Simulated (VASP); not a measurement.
# Cu in VASP: further runs

Runs on Cu. Level: LDA. Tasks: single point.

All numbers are computed with VASP 6.6.1; they aren't measurements. Logs are shortened: lines on timing, memory, paths and dates and some standing lists are left out, and cuts for length are marked.

### 1 The cell of the first run

The structure is monoclinic, space group C2/m (No. 12). Conventional cell: a = 4.310 Å, b = 2.488 Å, c = 4.064 Å, α = 90.00°, β = 90.00°, γ = 90.00°. Within 3.0 Å of Cu (site symmetry m) lie 12 Cu at 2.24 to 2.78 Å.

### 2 Single point, LDA (atoms displaced along several vibrational modes)

INCAR

```
SYSTEM = Cu
PREC     = Accurate       ! precision mode
ENCUT    = 520            ! plane-wave cutoff, eV
EDIFF    = 1E-7           ! SCF threshold, eV
ISMEAR   = 0              ! smearing method
SIGMA    = 0.15           ! smearing width, eV
LREAL    = .FALSE.        ! projectors in reciprocal space
LASPH    = .TRUE.         ! aspherical terms in the spheres
NELM     = 60             ! most SCF steps
ALGO     = Fast           ! electronic algorithm
ISIF     = 2              ! what is computed and relaxed
LWAVE    = .FALSE.        ! write WAVECAR
LCHARG   = .FALSE.        ! write CHGCAR
GGA      = CA             ! functional
NBANDS   = 18             ! bands
```

KPOINTS

```
regular mesh
0
G
  21 21 12
  0 0 0
```

POSCAR

```
Cu
1.0
    2.4883286535      0.0000000000      0.0000000000
   -1.2441643268      2.1549558269      0.0000000000
    0.0000000000      0.0000000000      4.0637143877
Cu
2
Direct
    0.3173237244      0.6346474489      0.2180095628
    0.6826762756      0.3653525511      0.7819904372
```

Potentials or basis: VASP PAW LDA potentials, release 64 (Cu).

On the command line:

```
> cat potpaw_LDA.64/Cu/POTCAR > POTCAR
> mpirun -np 1 vasp_std > vasp.out
```

OUTCAR:

```text
SYSTEM = Cu
   PREC = Accurate
   ENCUT = 520
   EDIFF = 1E-7
   ISMEAR = 0
   LREAL = .FALSE.
   LASPH = .TRUE.
   NELM = 60
   ISIF = 2
   GGA = CA

 ion  position               nearest neighbor table
   1  0.317  0.635  0.218-   2 2.24   2 2.24   2 2.37   2 2.67   2 2.67   2 2.78
   2  0.683  0.365  0.782-   1 2.24   1 2.24   1 2.37   1 2.67   1 2.67   1 2.78

  LATTYP: Found a hexagonal cell.
 ALAT       =     2.4883286535
 C/A-ratio  =     1.6331099921

  Lattice vectors:

 A1 = (   2.4883286535,   0.0000000000,   0.0000000000)
 A2 = (  -1.2441643268,   2.1549558269,   0.0000000000)
 A3 = (   0.0000000000,   0.0000000000,   4.0637143877)

Analysis of symmetry for initial positions (statically):
=====================================================================
 Subroutine PRICEL returns:
 Original cell was already a primitive cell.

 Routine SETGRP: Setting up the symmetry group for a
 hexagonal supercell.

 Subroutine GETGRP returns: Found  4 space group operations
 (whereof  4 operations were pure point group operations)
 out of a pool of 24 trial point group operations.

The static configuration has the point symmetry C_2h.

Analysis of symmetry for dynamics (positions and initial velocities):
=====================================================================
 Subroutine PRICEL returns:
 Original cell was already a primitive cell.

 Routine SETGRP: Setting up the symmetry group for a
 hexagonal supercell.

 Subroutine GETGRP returns: Found  4 space group operations
 (whereof  4 operations were pure point group operations)
 out of a pool of 24 trial point group operations.

The dynamic configuration has the point symmetry C_2h.

 Subroutine INISYM returns: Found  4 space group operations
 (whereof  4 operations are pure point group operations),
 and found     1 'primitive' translations

----------------------------------------------------------------------------------------

                                     Primitive cell

  volume of cell :      21.7906

  direct lattice vectors                    reciprocal lattice vectors
     2.488328653  0.000000000  0.000000000     0.401876174  0.232023317  0.000000000
    -1.244164327  2.154955827  0.000000000     0.000000000  0.464046635  0.000000000
     0.000000000  0.000000000  4.063714388     0.000000000  0.000000000  0.246080286

  length of vectors
     2.488328653  2.488328654  4.063714388     0.464046635  0.464046635  0.246080286

  position of ions in fractional coordinates (direct lattice)
[... 78 lines left out ...]
   NELM   =     60;   NELMIN=  2; NELMDL= -5     # of ELM steps
   EDIFF  = 0.1E-06   stopping-criterion for ELM
   LREAL  =      F    real-space projection
   EDIFFG = 0.1E-05   stopping-criterion for IOM
   NSW    =      0    number of steps for IOM
   IBRION =     -1    ionic relax: 0-MD 1-quasi-New 2-CG
   NFREE  =      0    steps in history (QN), initial steepest desc. (CG)
   ISIF   =      2    stress and relaxation
   ISYM   =      2    0-nonsym 1-usesym 2-fastsym
   POTIM  = 0.5000    time-step for ionic-motion
   TEBEG  =    0.0;   TEEND  =   0.0 temperature during run
   PSTRESS=    0.0 pullay stress
   NELECT =      22.0000    total number of electrons
   NUPDOWN=      -1.0000    fix difference up-down
   EMIN   =  10.00;   EMAX   =-10.00  energy-range for DOS
   EFERMI =   0.00;   METHOD = LEGACY
   ISMEAR =     0;   SIGMA  =   0.15  broadening in eV -4-tet -1-fermi 0-gaus
   EFERMI_NEDOS =   21; number of points for ismear=-14 and -15
   IALGO  =     68    algorithm
   IMIX   =      4    mixing-type and parameters
     AMIX     =   0.40;   BMIX     =  1.00
     AMIX_MAG =   1.60;   BMIX_MAG =  1.00
  volume/ion in A,a.u.               =      10.90        73.53
  Fermi-wavevector in a.u.,A,eV,Ry     =   1.642326  3.103546 36.698093  2.697234
  Thomas-Fermi vector in A             =   2.732647
   LORBIT       =      0    0 simple, 1 ext, 2 COOP (PROOUT), +10 PAW based schemes
   GGA     = CA    functional components
   LHFCALC =     F    Hartree Fock is set to
   AEXX    =    0.0000 exact exchange contribution
   IVDW    =     0    specifies the selected vdW correction
   LEPSILON=     F    determine dielectric tensor
   LRPA    =     F    only Hartree local field effects (RPA)
 non-spin polarized calculation
 RMM-DIIS sequential band-by-band and
 Gauss-broadening in eV      SIGMA  =   0.15
  energy-cutoff  :      520.00
  volume of cell :       21.79
 maximum number of plane-waves:       602
   NGX =  9   NGY =  9   NGZ = 15

 number of electron      21.9999991 magnetization

 Free energy of the ion-electron system (eV)
  ---------------------------------------------------
  ext. energy  EPLUGINS =         0.00000000
  ---------------------------------------------------
  free energy    TOTEN  =        -9.06106869 eV

  energy without entropy =       -9.05391228  energy(sigma->0) =       -9.05749048

 E-fermi :   8.4410     XC(G=0): -13.5386

 val. band max:        8.4373610536   @ k =  -0.2381  -0.4762   0.0000
 cond. band min:       8.4412946958   @ k =   0.1905   0.4762   0.0833
 fundamental gap:      0.0039336422
 Fermi energy:         8.4410032580

 k-point     1 :       0.0000    0.0000    0.0000
  band No.  band energies     occupation
      1      -1.6310      2.00000
      2       2.6425      2.00000
      3       4.8969      2.00000
      4       4.9496      2.00000
      5       5.0236      2.00000
      6       5.0455      2.00000
[... 481 lines left out ...]
      5       5.0822      2.00000
      6       5.2161      2.00000
[... 10 lines left out ...]
     17      33.1944      0.00000
     18      33.6595      0.00000

 [... further k-points ...]

------------------------ aborting loop because EDIFF is reached ----------------------------------------

  FORCE on cell =-STRESS in cart. coord.  units (eV):
  Direction    XX          YY          ZZ          XY          YZ          ZX
  --------------------------------------------------------------------------------------
  -------------------------------------------------------------------------------------
  Total        1.4079913      0.5217788      2.3354750     -0.0000000      0.4110574     -0.0000000
  in kB      103.5240535     38.3643401    171.7182757     -0.0000000     30.2234342     -0.0000000
  external PRESSURE =     104.5355565 kB  Pullay stress =       0.0000000 kB

 VOLUME and BASIS-vectors are now :
 -----------------------------------------------------------------------------
  energy-cutoff  :      520.00
  volume of cell :       21.79
      direct lattice vectors                 reciprocal lattice vectors
     2.488328653  0.000000000  0.000000000     0.401876174  0.232023317  0.000000000
    -1.244164327  2.154955827  0.000000000     0.000000000  0.464046635  0.000000000
     0.000000000  0.000000000  4.063714388     0.000000000  0.000000000  0.246080286

 POSITION                                       TOTAL-FORCE (eV/Angst)
 -----------------------------------------------------------------------------------
     -0.00000      1.36764      0.88593        -0.000000      0.282767      2.666205
      1.24416      0.78732      3.17779         0.000000     -0.282767     -2.666205
 -----------------------------------------------------------------------------------
    total drift:                                0.000000     -0.000000      0.000000

  FREE ENERGIE OF THE ION-ELECTRON SYSTEM (eV)
  ---------------------------------------------------
  free  energy   TOTEN  =        -9.0610686886 eV

  energy  without entropy=       -9.0539122751  energy(sigma->0) =       -9.05749048
```

It took 7.3 min on 1 thread of Intel Xeon Platinum 8488C (Sapphire Rapids), shared host; peak memory 0.5 GiB.

Results:

| Item | Value |
| --- | --- |
| Free energy | -9.0611 eV |
| Pressure | 10.5 GPa |
| Largest force | 2.681 eV/Å |
| Band gap on the k mesh | zero (bands 11 and 12 overlap by 6.11 eV) |

Forces on the atoms (eV/Å):
```
Cu   0.000  0.283  2.666
Cu   0.000 -0.283 -2.666
```

Caveat: the cell differs from its parent crystal (atoms displaced along several vibrational modes); the stress differs along the axes, from 4 to 17 GPa; forces of over 1 eV/Å act on the atoms, so gaps and moduli don't describe the material at rest.

(Part 1 of 2 ends here.)

The gap in the log of VASP goes by the Fermi energy; the results here count the filled bands.